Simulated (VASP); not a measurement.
# Bi (P-1) in VASP: electric field gradients with PBEsol

Aim: the electric field gradients of Bi with PBEsol.

All numbers are computed with VASP 6.6.1; they aren't measurements. Logs are shortened: lines on timing, memory, paths and dates and some standing lists are left out, and cuts for length are marked.

### 1 The cell of the first run

The typed cell holds 2 atoms: a = 4.818 Å, b = 4.717 Å, c = 4.702 Å, α = 57.17°, β = 57.57°, γ = 56.94°.

### 2 Electric field gradients, PBEsol (equal xy, yz and zx shear strains of +2 %)

The input, INCAR:

```
  PREC = Accurate
  ENCUT = 520
  EDIFF = 1E-8
  ISMEAR = -1
  SIGMA = 0.03
  LREAL = F
  LASPH = T
  NELM = 60
  ALGO = Normal
  ISIF = 2
  LWAVE = F
  LCHARG = F
  GGA = PS
  LEFG = T
  NBANDS = 22
```

The input, KPOINTS:

```
regular mesh
0
Gamma
  10 10 10
```

The input, POSCAR:

```
Bi
1.0
    2.3256628482      1.3745869730      3.9898531666
   -2.2203365086      1.3291269794      3.9443931730
    0.0132936605     -2.5850939523      3.9277536605
Bi
2
Direct
    0.2338900000      0.2338900000      0.2338900000
    0.7661100000      0.7661100000      0.7661100000
```

Potentials or basis: VASP PAW PBE potentials, release 64 (Bi_d).

Started as:

```sh
cat potpaw_PBE.64/Bi_d/POTCAR > POTCAR
mpirun -np 1 vasp_std > vasp.out
```

OUTCAR:

```text
PREC = Accurate
   ENCUT = 520
   EDIFF = 1E-8
   ISMEAR = -1
   LREAL = F
   LASPH = T
   NELM = 60
   ISIF = 2
   GGA = PS

 ion  position               nearest neighbor table
   1  0.234  0.234  0.234-   2 3.05   2 3.06   2 3.10   2 3.50   2 3.53   2 3.56
   2  0.766  0.766  0.766-   1 3.05   1 3.06   1 3.10   1 3.50   1 3.53   1 3.56

  LATTYP: Found a triclinic cell.
 ALAT       =     4.5067178864
 B/A-ratio  =     1.0088170701
 C/A-ratio  =     1.0433627727
 COS(alpha) =     0.0056820036
 COS(beta)  =     0.4758085299
 COS(gamma) =     0.4868514561

  Lattice vectors:

 A1 = (   2.2336301691,  -3.9142209317,  -0.0166395125)
 A2 = (   4.5459993568,   0.0454599936,   0.0454599936)
 A3 = (   0.0132936605,  -2.5850939523,   3.9277536605)

Analysis of symmetry for initial positions (statically):
=====================================================================
 Subroutine PRICEL returns:
 Original cell was already a primitive cell.

 Routine SETGRP: Setting up the symmetry group for a
 triclinic supercell.

 Subroutine GETGRP returns: Found  2 space group operations
 (whereof  2 operations were pure point group operations)
 out of a pool of  2 trial point group operations.

The static configuration has the point symmetry S_2 .

Analysis of symmetry for dynamics (positions and initial velocities):
=====================================================================
 Subroutine PRICEL returns:
 Original cell was already a primitive cell.

 Routine SETGRP: Setting up the symmetry group for a
 triclinic supercell.

 Subroutine GETGRP returns: Found  2 space group operations
 (whereof  2 operations were pure point group operations)
 out of a pool of  2 trial point group operations.

The dynamic configuration has the point symmetry S_2 .

 Subroutine INISYM returns: Found  2 space group operations
 (whereof  2 operations are pure point group operations),
 and found     1 'primitive' translations

----------------------------------------------------------------------------------------

                                     Primitive cell

  volume of cell :      70.7451

  direct lattice vectors                    reciprocal lattice vectors
     2.325662848  1.374586973  3.989853167     0.217924662  0.124013756  0.080883432
[... 124 lines left out ...]

 Free energy of the ion-electron system (eV)
  ---------------------------------------------------
  ext. energy  EPLUGINS =         0.00000000
  ---------------------------------------------------
  free energy    TOTEN  =        -8.59526858 eV

  energy without entropy =       -8.59464686  energy(sigma->0) =       -8.59495772

 E-fermi :   6.0692     XC(G=0):  -9.6744

 val. band max:        6.0531233436   @ k =   0.4000   0.1000   0.1000
 cond. band min:       6.0927841721   @ k =  -0.4000   0.5000   0.4000
 fundamental gap:      0.0396608285
 Fermi energy:         6.0692038501

 k-point     1 :       0.0000    0.0000    0.0000
  band No.  band energies     occupation
      1     -16.7485      2.00000
      2     -16.7308      2.00000
      3     -16.5920      2.00000
      4     -16.5867      2.00000
      5     -16.5721      2.00000
      6     -16.4068      2.00000
[... 589 lines left out ...]
     21      14.4535      0.00000
     22      15.1249      0.00000

 [... further k-points ...]

------------------------ aborting loop because EDIFF is reached ----------------------------------------

  FORCE on cell =-STRESS in cart. coord.  units (eV):
  Direction    XX          YY          ZZ          XY          YZ          ZX
  --------------------------------------------------------------------------------------
  -------------------------------------------------------------------------------------
  Total       -0.1178642     -0.5032050     -0.2793664     -0.0691848     -0.3854257     -0.1966105
  in kB       -2.6692909    -11.3961693     -6.3268599     -1.5668409     -8.7288032     -4.4526729
  external PRESSURE =      -6.7974400 kB  Pullay stress =       0.0000000 kB

 VOLUME and BASIS-vectors are now :
 -----------------------------------------------------------------------------
  energy-cutoff  :      520.00
  volume of cell :       70.75
      direct lattice vectors                 reciprocal lattice vectors
     2.325662848  1.374586973  3.989853167     0.217924662  0.124013756  0.080883432
    -2.220336509  1.329126979  3.944393173    -0.222109742  0.128370532  0.085240208
     0.013293661 -2.585093952  3.927753661     0.001680539 -0.254888828  0.086834899

 POSITION                                       TOTAL-FORCE (eV/Angst)
 -----------------------------------------------------------------------------------
      0.02774      0.02774      2.77440        -0.055718     -0.115928      0.119165
      0.09088      0.09088      9.08760         0.055718      0.115928     -0.119165
 -----------------------------------------------------------------------------------
    total drift:                                0.000000     -0.000000      0.000000

  FREE ENERGIE OF THE ION-ELECTRON SYSTEM (eV)
  ---------------------------------------------------
  free  energy   TOTEN  =        -8.5952685807 eV

  energy  without entropy=       -8.5946468573  energy(sigma->0) =       -8.59495772

 Electric field gradients (V/A^2)
---------------------------------------------------------------------
 ion       V_xx      V_yy      V_zz      V_xy      V_xz      V_yz
---------------------------------------------------------------------
   1       4.234    24.159   -28.393     7.615    14.434    24.995
   2       4.234    24.159   -28.393     7.615    14.434    24.995
---------------------------------------------------------------------

 Electric field gradients after diagonalization (V/A^2)
 (convention: |V_zz| > |V_xx| > |V_yy|)
----------------------------------------------------------------------
 ion       V_xx      V_yy      V_zz     asymmetry (V_yy - V_xx)/ V_zz
----------------------------------------------------------------------
   1      38.810     2.164   -40.974       0.894
   2      38.810     2.164   -40.974       0.894
----------------------------------------------------------------------

           NMR quadrupolar parameters

 Cq : quadrupolar parameter    Cq=e*Q*V_zz/h
 eta: asymmetry parameters     (V_yy - V_xx)/ V_zz
 Q  : nuclear electric quadrupole moment in mb (millibarn)
----------------------------------------------------------------------
 ion       Cq(MHz)       eta       Q (mb)
----------------------------------------------------------------------
   1      -0.099       0.894       1.000
   2      -0.099       0.894       1.000
----------------------------------------------------------------------
```

stdout:

```text
POSCAR found type information on POSCAR Bi
 POSCAR found :  1 types and       2 ions
 scaLAPACK will be used
 -----------------------------------------------------------------------------
[... 27 lines left out ...]
     0.0000950     0.0186237     0.0450297    -0.0416538     0.0201719    -0.0216426
     0.0001308     0.0186237     0.0450297    -0.0416538     0.0201719    -0.0216426
     0.0001801     0.0186237     0.0450297    -0.0416538     0.0201719    -0.0216426

     0.0000690    -6.9755668   -22.8744076    22.5006113   -13.2129348     9.1142628
     0.0000950    -6.9695668   -22.8553129    22.4816972   -13.2020176     9.1065873
     0.0001308    -6.9605301   -22.8265675    22.4532255   -13.1855921     9.0950283
     0.0001801    -6.9469791   -22.7834830    22.4105542   -13.1609869     9.0776970
```

Wall time 17 min (1 thread of Oxide Virtual Turin-like, shared host); peak memory 0.64 GiB.

Results:

* Free energy: -8.5953 eV
* Pressure: -0.7 GPa
* Largest force: 0.175 eV/Å
* Band gap on the k mesh: zero (bands 15 and 16 overlap by 0.31 eV)
* Largest electric field gradient by atom: Bi -41.0 V/Å²

Forces in eV/Å, atoms in the order of the input:
```
Bi  -0.056 -0.116  0.119
Bi   0.056  0.116 -0.119
```

Levels at points of the mesh, in eV from the Fermi level:
| k point | band 12 | band 13 | band 14 | band 15 | band 16 | band 17 | band 18 | band 19 |
| --- | --- | --- | --- | --- | --- | --- | --- | --- |
| (0.00, 0.00, 0.00) | -7.46 | -1.44 | -1.33 | -0.99 | 2.48 | 2.88 | 3.13 | 5.59 |
| (0.50, 0.00, 0.00) | -10.53 | -1.18 | -1.04 | -0.17 | -0.13 | 0.65 | 1.16 | 7.30 |
| (0.00, 0.50, 0.00) | -10.47 | -1.32 | -1.23 | -0.34 | -0.29 | 0.55 | 1.01 | 7.56 |
| (0.50, 0.50, 0.00) | -9.33 | -4.62 | -2.91 | -2.86 | 2.38 | 4.97 | 5.47 | 6.58 |
| (0.00, 0.00, 0.50) | -10.44 | -1.38 | -1.17 | -0.27 | -0.23 | 0.52 | 1.07 | 7.58 |
| (0.50, 0.00, 0.50) | -9.45 | -4.64 | -3.00 | -2.83 | 2.34 | 4.85 | 5.50 | 6.78 |
| (0.00, 0.50, 0.50) | -9.51 | -4.65 | -3.10 | -2.73 | 2.37 | 4.88 | 5.53 | 6.92 |
| (0.50, 0.50, 0.50) | -9.87 | -0.94 | -0.62 | -0.51 | 0.69 | 0.77 | 0.77 | 6.94 |

Electric field gradients, principal values (V/Å²):
| atom | least | middle | greatest (by size) |
| --- | --- | --- | --- |
| 1 Bi | 2.164 | 38.810 | -40.974 |
| 2 Bi | 2.164 | 38.810 | -40.974 |

Caveat: the cell differs from its parent crystal (equal xy, yz and zx shear strains of +2 %); without QUAD_EFG the Cq values of the log hold for a quadrupole moment of 1 mb, not for the nuclei; the PAW data sets were made with another functional, which shifts forces and pressure a little; spin-orbit coupling is left out, which moves the levels of the heavy elements.

The gap in the log of VASP goes by the Fermi energy; the results here count the filled bands.